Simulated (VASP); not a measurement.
# Ir (Fm-3m) in VASP: further runs

Ir is run at these levels: LDA; tasks: single point, relaxation of cell and atoms.

All numbers are computed with VASP 6.6.1; they aren't measurements. Logs are shortened: lines on timing, memory, paths and dates and some standing lists are left out, and cuts for length are marked.

## (1) The cell of the first run

The structure is cubic, space group Fm-3m (No. 225). Conventional cell: a = 3.812 Å, b = 3.812 Å, c = 3.812 Å, α = 90.00°, β = 90.00°, γ = 90.00°. Ir (site symmetry m-3m) has 12 Ir at 2.70 Å within 3.6 Å.

## (2) Single point, LDA

Input file INCAR:

```
PREC = Accurate
ENCUT = 520
EDIFF = 1E-6
ISMEAR = 1
SIGMA = 0.05
LREAL = F
LASPH = T
NELM = 100
ALGO = Normal
ISIF = 2
LWAVE = F
LCHARG = F
GGA = CA
NBANDS = 10
```

Input file KPOINTS:

```
Automatic mesh
0
Gamma
  11 11 11
```

Input file POSCAR:

```
Ir
1.0
    0.0000000000      1.9062004166      1.9062004166
    1.9062004166      0.0000000000      1.9062004166
    1.9062004166      1.9062004166      0.0000000000
Ir
1
Direct
    0.0000000000      0.0000000000      0.0000000000
```

Potentials or basis: VASP PAW LDA potentials, release 64 (Ir).

On the command line:

```
> cat potpaw_LDA.64/Ir/POTCAR > POTCAR
> mpirun -np 1 vasp_std > vasp.out
```

OUTCAR:

```text
PREC = Accurate
   ENCUT = 520
   EDIFF = 1E-6
   ISMEAR = 1
   LREAL = F
   LASPH = T
   NELM = 100
   ISIF = 2
   GGA = CA

 ion  position               nearest neighbor table
   1  0.000  0.000  0.000-

  LATTYP: Found a face centered cubic cell.
 ALAT       =     3.8124008332

  Lattice vectors:

 A1 = (   0.0000000000,   1.9062004166,   1.9062004166)
 A2 = (   1.9062004166,   0.0000000000,   1.9062004166)
 A3 = (   1.9062004166,   1.9062004166,   0.0000000000)

Analysis of symmetry for initial positions (statically):
=====================================================================
 Subroutine PRICEL returns:
 Original cell was already a primitive cell.

 Routine SETGRP: Setting up the symmetry group for a
 face centered cubic supercell.

 Subroutine GETGRP returns: Found 48 space group operations
 (whereof 48 operations were pure point group operations)
 out of a pool of 48 trial point group operations.

The static configuration has the point symmetry O_h .

Analysis of symmetry for dynamics (positions and initial velocities):
=====================================================================
 Subroutine PRICEL returns:
 Original cell was already a primitive cell.

 Routine SETGRP: Setting up the symmetry group for a
 face centered cubic supercell.

 Subroutine GETGRP returns: Found 48 space group operations
 (whereof 48 operations were pure point group operations)
 out of a pool of 48 trial point group operations.

The dynamic configuration has the point symmetry O_h .

 Subroutine INISYM returns: Found 48 space group operations
 (whereof 48 operations are pure point group operations),
 and found     1 'primitive' translations

----------------------------------------------------------------------------------------

                                     Primitive cell

  volume of cell :      13.8527

  direct lattice vectors                    reciprocal lattice vectors
     0.000000000  1.906200417  1.906200417    -0.262301905  0.262301905  0.262301905
     1.906200417  0.000000000  1.906200417     0.262301905 -0.262301905  0.262301905
     1.906200417  1.906200417  0.000000000     0.262301905  0.262301905 -0.262301905

  length of vectors
     2.695774482  2.695774482  2.695774482     0.454320226  0.454320226  0.454320226

  position of ions in fractional coordinates (direct lattice)
     0.000000000  0.000000000  0.000000000

  ion indices of the primitive-cell ions
   primitive index   ion index
                 1           1

----------------------------------------------------------------------------------------

 KPOINTS: Automatic mesh

Automatic generation of k-mesh.
 Grid dimensions read from file:
 generate k-points for:   11   11   11

 Generating k-lattice:

  Cartesian coordinates                     Fractional coordinates (reciprocal lattice)
    -0.023845628  0.023845628  0.023845628     0.090909091  0.000000000  0.000000000
     0.023845628 -0.023845628  0.023845628     0.000000000  0.090909091  0.000000000
     0.023845628  0.023845628 -0.023845628     0.000000000  0.000000000  0.090909091

  Length of vectors
     0.041301839  0.041301839  0.041301839

  Shift w.r.t. Gamma in fractional coordinates (k-lattice)
     0.000000000  0.000000000  0.000000000

 Subroutine IBZKPT returns following result:
 ===========================================

 Found     56 irreducible k-points:

 Following reciprocal coordinates:
            Coordinates               Weight
  0.000000  0.000000  0.000000      1.000000
  0.090909  0.000000  0.000000      8.000000
  0.181818  0.000000  0.000000      8.000000
  0.272727  0.000000  0.000000      8.000000
  0.363636  0.000000  0.000000      8.000000
  0.454545  0.000000  0.000000      8.000000
[... 16 lines left out ...]
 -0.272727  0.181818  0.000000     24.000000
 -0.181818  0.181818  0.000000     12.000000
 [... further k-points ...]
   k-points           NKPTS =     56   k-points in BZ     NKDIM =     56   number of bands    NBANDS=     10
   number of dos      NEDOS =    301   number of ions     NIONS =      1
   total plane-waves  NPLWV =   8000
   dimension x,y,z NGX =    20 NGY =   20 NGZ =   20
   dimension x,y,z NGXF=    40 NGYF=   40 NGZF=   40
   ions per type =               1
   NGX,Y,Z   is equivalent  to a cutoff of  12.33, 12.33, 12.33 a.u.
   NGXF,Y,Z  is equivalent  to a cutoff of  24.67, 24.67, 24.67 a.u.
 SYSTEM =  unknown system
   PREC   = accura    normal or accurate (medium, high low for compatibility)
   ISTART =      0    job   : 0-new  1-cont  2-samecut
   ICHARG =      2    charge: 1-file 2-atom 10-const
   ISPIN  =      1    spin polarized calculation?
   LNONCOLLINEAR =      F non collinear calculations
   LSORBIT =      F    spin-orbit coupling
   LASPH  =      T    aspherical Exc in radial PAW
   ENCUT  =  520.0 eV  38.22 Ry    6.18 a.u.   5.01  5.01  5.01*2*pi/ulx,y,z
   NELM   =    100;   NELMIN=  2; NELMDL= -5     # of ELM steps
   EDIFF  = 0.1E-05   stopping-criterion for ELM
   LREAL  =      F    real-space projection
   EDIFFG = 0.1E-04   stopping-criterion for IOM
   NSW    =      0    number of steps for IOM
   IBRION =     -1    ionic relax: 0-MD 1-quasi-New 2-CG
   NFREE  =      0    steps in history (QN), initial steepest desc. (CG)
   ISIF   =      2    stress and relaxation
   ISYM   =      2    0-nonsym 1-usesym 2-fastsym
   POTIM  = 0.5000    time-step for ionic-motion
   TEBEG  =    0.0;   TEEND  =   0.0 temperature during run
   PSTRESS=    0.0 pullay stress
   NELECT =       9.0000    total number of electrons
   NUPDOWN=      -1.0000    fix difference up-down
   EMIN   =  10.00;   EMAX   =-10.00  energy-range for DOS
   EFERMI =   0.00;   METHOD = LEGACY
   ISMEAR =     1;   SIGMA  =   0.05  broadening in eV -4-tet -1-fermi 0-gaus
   EFERMI_NEDOS =   21; number of points for ismear=-14 and -15
   IALGO  =     38    algorithm
   IMIX   =      4    mixing-type and parameters
     AMIX     =   0.40;   BMIX     =  1.00
     AMIX_MAG =   1.60;   BMIX_MAG =  1.00
  volume/ion in A,a.u.               =      13.85        93.48
  Fermi-wavevector in a.u.,A,eV,Ry     =   1.417894  2.679431 27.353472  2.010423
  Thomas-Fermi vector in A             =   2.539076
   LORBIT       =      0    0 simple, 1 ext, 2 COOP (PROOUT), +10 PAW based schemes
   GGA     = CA    functional components
   LHFCALC =     F    Hartree Fock is set to
   AEXX    =    0.0000 exact exchange contribution
   IVDW    =     0    specifies the selected vdW correction
   LEPSILON=     F    determine dielectric tensor
   LRPA    =     F    only Hartree local field effects (RPA)
 non-spin polarized calculation
 Methfessel and Paxton  Order N= 1 SIGMA  =   0.05
  energy-cutoff  :      520.00
  volume of cell :       13.85
 maximum number of plane-waves:       381
   NGX =  9   NGY =  9   NGZ =  9

 number of electron       9.0000001 magnetization

 Free energy of the ion-electron system (eV)
  ---------------------------------------------------
  ext. energy  EPLUGINS =         0.00000000
  ---------------------------------------------------
  free energy    TOTEN  =       -10.29412085 eV

  energy without entropy =      -10.29447926  energy(sigma->0) =      -10.29424032

 E-fermi :  10.6231     XC(G=0): -14.2619

 val. band max:       10.6080124187   @ k =   0.2727   0.2727   0.0000
 cond. band min:      10.6279974604   @ k =   0.3636   0.2727   0.0000
 fundamental gap:      0.0199850417
 Fermi energy:        10.6230542894

 k-point     1 :       0.0000    0.0000    0.0000
  band No.  band energies     occupation
      1      -0.6480      2.00000
      2       6.6349      2.00000
      3       6.6349      2.00000
      4       6.6349      2.00000
      5       9.4600      2.00000
      6       9.4600      2.00000
      7      24.9792      0.00000
      8      30.6535      0.00000
      9      30.6535      0.00000
     10      30.6535      0.00000

 k-point     2 :       0.0909    0.0000    0.0000
  band No.  band energies     occupation
      1      -0.2761      2.00000
      2       6.4435      2.00000
      3       6.7926      2.00000
      4       6.7926      2.00000
      5       9.3620      2.00000
      6       9.3620      2.00000
      7      25.6189      0.00000
      8      29.0167      0.00000
      9      31.2749      0.00000
     10      31.2749      0.00000

 k-point     3 :       0.1818    0.0000    0.0000
  band No.  band energies     occupation
      1       0.7176      2.00000
      2       6.1017      2.00000
      3       7.0813      2.00000
      4       7.0813      2.00000
      5       9.3099      2.00000
      6       9.3099      2.00000
      7      26.3644      0.00000
      8      27.2089      0.00000
      9      32.9877      0.00000
     10      32.9877      0.00000

 k-point     4 :       0.2727    0.0000    0.0000
  band No.  band energies     occupation
      1       1.8315      2.00000
      2       6.2794      2.00000
      3       7.0568      2.00000
      4       7.0568      2.00000
      5       9.8248      2.00000
      6       9.8248      2.00000
      7      23.9429      0.00000
      8      27.3954      0.00000
      9      34.9283      0.00000
     10      34.9377      0.00000
[... 222 lines left out ...]
 k-point    22 :      -0.3636    0.1818    0.0000
  band No.  band energies     occupation
      1       3.5321      2.00000
      2       5.7888      2.00000
      3       7.0716      2.00000
      4       7.5625      2.00000
      5      10.5184      2.01171
      6      14.1805      0.00000
      7      19.5677      0.00000
      8      26.1947      0.00000
      9      28.0541      0.00000
     10      31.6646      0.00000

 k-point    23 :      -0.2727    0.1818    0.0000
  band No.  band energies     occupation
      1       3.4961      2.00000
      2       5.7983      2.00000
      3       6.3188      2.00000
      4       7.7630      2.00000
      5       9.2594      2.00000
      6      12.8428      0.00000
      7      22.6601      0.00000
      8      26.9478      0.00000
      9      28.5547      0.00000
     10      33.5897      0.00000

 k-point    24 :      -0.1818    0.1818    0.0000
  band No.  band energies     occupation
      1       2.6029      2.00000
      2       5.4493      2.00000
      3       6.8324      2.00000
      4       8.1137      2.00000
      5       8.1983      2.00000
      6      11.3811     -0.00000
      7      25.0155      0.00000
      8      28.2719      0.00000
      9      30.3906      0.00000
     10      31.1992      0.00000

 [... further k-points ...]
[... 5 lines left out ...]
  --------------------------------------------------------------------------------------
  -------------------------------------------------------------------------------------
  Total        0.2273093      0.2273093      0.2273093      0.0000000      0.0000000      0.0000000
  in kB       26.2900906     26.2900906     26.2900906      0.0000000      0.0000000      0.0000000
  external PRESSURE =      26.2900906 kB  Pullay stress =       0.0000000 kB

 VOLUME and BASIS-vectors are now :
 -----------------------------------------------------------------------------
  energy-cutoff  :      520.00
  volume of cell :       13.85
      direct lattice vectors                 reciprocal lattice vectors
     0.000000000  1.906200417  1.906200417    -0.262301905  0.262301905  0.262301905
     1.906200417  0.000000000  1.906200417     0.262301905 -0.262301905  0.262301905
     1.906200417  1.906200417  0.000000000     0.262301905  0.262301905 -0.262301905

 POSITION                                       TOTAL-FORCE (eV/Angst)
 -----------------------------------------------------------------------------------
      0.00000      0.00000      0.00000        -0.000000     -0.000000     -0.000000
 -----------------------------------------------------------------------------------
    total drift:                               -0.000000      0.000000     -0.000000

  FREE ENERGIE OF THE ION-ELECTRON SYSTEM (eV)
  ---------------------------------------------------
  free  energy   TOTEN  =       -10.2941208457 eV

  energy  without entropy=      -10.2944792592  energy(sigma->0) =      -10.29424032
```

Run time: 4.4 s. Hardware: 1 thread of Intel Xeon Platinum 8488C (Sapphire Rapids), shared host; peak memory 0.12 GiB.

Results:

```yaml
Free_energy: -10.2941 eV
Pressure: 2.6 GPa
```

Levels at points of the mesh, in eV from the Fermi level:
```tsv
k point	band 1	band 2	band 3	band 4	band 5	band 6	band 7	band 8
(0.00, 0.00, 0.00)	-11.27	-3.99	-3.99	-3.99	-1.16	-1.16	14.36	20.03
```

Caveat: spin-orbit coupling is left out, which moves the levels of the heavy elements.

## (3) Single point, LDA

This run uses another cell than the first one, of 13.53 Å³/atom, 0.977 times its volume.

Input file INCAR:

```
PREC = Accurate
ENCUT = 520
EDIFF = 1E-7
ISMEAR = 1
SIGMA = 0.05
LREAL = False
LASPH = True
NELM = 60
ALGO = Normal
ISIF = 2
LWAVE = False
LCHARG = True
LELF = True
LVHAR = True
NBANDS = 10
```

Input file KPOINTS:

```
regular mesh
0
Gamma
  11 11 11
```

Input file POSCAR:

```
Ir
1.0
    0.0000000000      1.8914274138      1.8914274138
    1.8914274138      0.0000000000      1.8914274138
    1.8914274138      1.8914274138      0.0000000000
Ir
1
Direct
    0.0000000000      0.0000000000      0.0000000000
```

Potentials or basis: VASP PAW LDA potentials, release 64 (Ir).

On the command line:

```
> cat potpaw_LDA.64/Ir/POTCAR > POTCAR
> mpirun -np 1 vasp_std > vasp.out
```

OUTCAR:

```text
PREC = Accurate
   ENCUT = 520
   EDIFF = 1E-7
   ISMEAR = 1
   LREAL = False
   LASPH = True
   NELM = 60
   ISIF = 2

 ion  position               nearest neighbor table
   1  0.000  0.000  0.000-

  LATTYP: Found a face centered cubic cell.
 ALAT       =     3.7828548276

  Lattice vectors:

 A1 = (   0.0000000000,   1.8914274138,   1.8914274138)
 A2 = (   1.8914274138,   0.0000000000,   1.8914274138)
 A3 = (   1.8914274138,   1.8914274138,   0.0000000000)

Analysis of symmetry for initial positions (statically):
=====================================================================
 Subroutine PRICEL returns:
 Original cell was already a primitive cell.

 Routine SETGRP: Setting up the symmetry group for a
 face centered cubic supercell.

 Subroutine GETGRP returns: Found 48 space group operations
 (whereof 48 operations were pure point group operations)
 out of a pool of 48 trial point group operations.

The static configuration has the point symmetry O_h .

Analysis of symmetry for dynamics (positions and initial velocities):
=====================================================================
[... 157 lines left out ...]

 val. band max:       11.0362664686   @ k =   0.2727   0.2727   0.0000
 cond. band min:      11.0514235181   @ k =   0.3636   0.2727   0.0000
 fundamental gap:      0.0151570495
 Fermi energy:        11.0480049229

 k-point     1 :       0.0000    0.0000    0.0000
  band No.  band energies     occupation
      1      -0.4779      2.00000
      2       6.9144      2.00000
      3       6.9144      2.00000
      4       6.9144      2.00000
      5       9.8448      2.00000
      6       9.8448      2.00000
      7      25.3480      0.00000
      8      31.1655      0.00000
      9      31.1655      0.00000
     10      31.1655      0.00000
[... 287 lines left out ...]
 k-point    24 :      -0.1818    0.1818    0.0000
  band No.  band energies     occupation
      1       2.8388      2.00000
      2       5.6883      2.00000
      3       7.1134      2.00000
      4       8.4429      2.00000
      5       8.5262      2.00000
      6      11.8392     -0.00000
      7      25.5995      0.00000
      8      28.9783      0.00000
      9      30.9992      0.00000
     10      31.7414      0.00000

 [... further k-points ...]
[... 5 lines left out ...]
  --------------------------------------------------------------------------------------
  -------------------------------------------------------------------------------------
  Total        1.0928323      1.0928323      1.0928323      0.0000000     -0.0000000     -0.0000000
  in kB      129.3793840    129.3793840    129.3793840      0.0000000     -0.0000000     -0.0000000
  external PRESSURE =     129.3793840 kB  Pullay stress =       0.0000000 kB

 VOLUME and BASIS-vectors are now :
 -----------------------------------------------------------------------------
  energy-cutoff  :      520.00
  volume of cell :       13.53
      direct lattice vectors                 reciprocal lattice vectors
     0.000000000  1.891427414  1.891427414    -0.264350615  0.264350615  0.264350615
     1.891427414  0.000000000  1.891427414     0.264350615 -0.264350615  0.264350615
     1.891427414  1.891427414  0.000000000     0.264350615  0.264350615 -0.264350615

 POSITION                                       TOTAL-FORCE (eV/Angst)
 -----------------------------------------------------------------------------------
      0.00000      0.00000      0.00000         0.000000      0.000000      0.000000
 -----------------------------------------------------------------------------------
    total drift:                                0.000000      0.000000     -0.000000

  FREE ENERGIE OF THE ION-ELECTRON SYSTEM (eV)
  ---------------------------------------------------
  free  energy   TOTEN  =       -10.2786500896 eV

  energy  without entropy=      -10.2790140149  energy(sigma->0) =      -10.27877140
```

OSZICAR:

```text
N       E                     dE             d eps       ncg     rms          rms(c)
DAV:   1     0.477518080826E+02    0.47752E+02   -0.45010E+03  1128   0.839E+02
DAV:   2    -0.991647075999E+01   -0.57668E+02   -0.54855E+02  1156   0.200E+02
DAV:   3    -0.108730863609E+02   -0.95662E+00   -0.94057E+00  1294   0.314E+01
DAV:   4    -0.108821891873E+02   -0.91028E-02   -0.91016E-02  1284   0.280E+00
DAV:   5    -0.108823636152E+02   -0.17443E-03   -0.17443E-03  1320   0.361E-01    0.178E+01
DAV:   6    -0.103843662064E+02    0.49800E+00   -0.80677E-01  1266   0.112E+01    0.727E+00
DAV:   7    -0.102863074896E+02    0.98059E-01   -0.25874E-01  1398   0.577E+00    0.153E+00
DAV:   8    -0.102847516119E+02    0.15559E-02   -0.16932E-03  1208   0.413E-01    0.135E+00
DAV:   9    -0.102786945136E+02    0.60571E-02   -0.31129E-03  1224   0.846E-01    0.865E-02
DAV:  10    -0.102786496045E+02    0.44909E-04   -0.32568E-05  1626   0.730E-02    0.163E-02
DAV:  11    -0.102786500922E+02   -0.48767E-06   -0.23857E-06  1280   0.155E-02    0.253E-03
DAV:  12    -0.102786500896E+02    0.25822E-08   -0.21008E-08   846   0.137E-03
   1 F= -.10278650E+02 E0= -.10278771E+02  d E =0.363925E-03
```

It took 4.8 s on 1 thread of Intel Xeon Platinum 8488C (Sapphire Rapids), shared host; peak memory 0.13 GiB.

What came out:

| Quantity | Value |
| --- | --- |
| Free energy | -10.2787 eV |
| Pressure | 12.9 GPa |

Levels at points of the mesh, in eV from the Fermi level:
```
           k point  band 1  band 2  band 3  band 4  band 5  band 6  band 7  band 8
(0.00, 0.00, 0.00)  -11.53   -4.13   -4.13   -4.13   -1.20   -1.20   14.30   20.12
```

Caveat: spin-orbit coupling is left out, which moves the levels of the heavy elements.

[end of part 1 of 3]
